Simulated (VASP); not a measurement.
Runs of VASP 6.6.1 on FeNi3 (Awaruite). The structure is that of space group Pm-3m (No. 221), or close to it. The cells are those of the table. 

| level | cell | gap on the mesh (eV) | pressure (GPa) | moment (μB) |
| --- | --- | --- | --- | --- |
| PBE+D4 | a = 3.511 Å, 4 atoms | none | -0.1 | 4.63 |
| r2SCAN+D4 | a = 3.505 Å, 4 atoms | none | (b) | (a) |
| revPBE+D3(BJ) | a = 3.495 Å, 4 atoms | none | -0.1 | 4.64 |
| PBE | a = 3.546 Å, 4 atoms | none | -0.1 | 4.68 |

Alike in all rows: task single point; potentials or basis VASP PAW PBE potentials, release 64 (Fe, Ni); spin collinear, ferromagnetic start; k mesh 9 × 9 × 9; cutoff (eV) 520; smearing fermi-dirac 0.15 eV.

Problem. Fill in the values left out.

Solution. (a) 5.17; (b) 0.0.

Caveats: pairwise dispersion overbinds metals, which lowers pressure and volume (some runs); the PAW data sets were made with another functional, which shifts forces and pressure a little (some runs).

A gap of «none» marks levels without a gap at the run's occupations.
